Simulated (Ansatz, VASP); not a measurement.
# One calculation of LiCl, two programs

```xyz
2
Lattice="0.0000 2.5648 2.5648 2.5648 0.0000 2.5648 2.5648 2.5648 0.0000" Properties=species:S:1:pos:R:3 pbc="T T T"
Cl    2.5648    2.5648    2.5648
Li    0.0000    0.0000    0.0000
```

Alike in both runs: task single point; functional PBE; k mesh 9 × 9 × 9; occupations gaussian, width 0.021 eV; no spin polarisation.

|  | VASP | Ansatz |
| --- | --- | --- |
| version | VASP 6.6.1 | Ansatz 0.2.0 |
| potentials or method | VASP PAW PBE potentials, release 64 (Cl, Li_sv), cutoff 750 eV | all-electron LAPW, scalar-relativistic |

VASP gave:

```
gap on the k mesh at the Fermi level (eV) : 6.33
least direct gap on the mesh (eV)         : 6.33
pressure (GPa)                            : 0.3
```

Task: Estimate Ansatz's values.

Result: gap on the k mesh at the Fermi level (eV): 6.33; least direct gap on the mesh (eV): 6.33; pressure (GPa): 0.4.

Ansatz ran all-electron here, and VASP with PAW potentials.
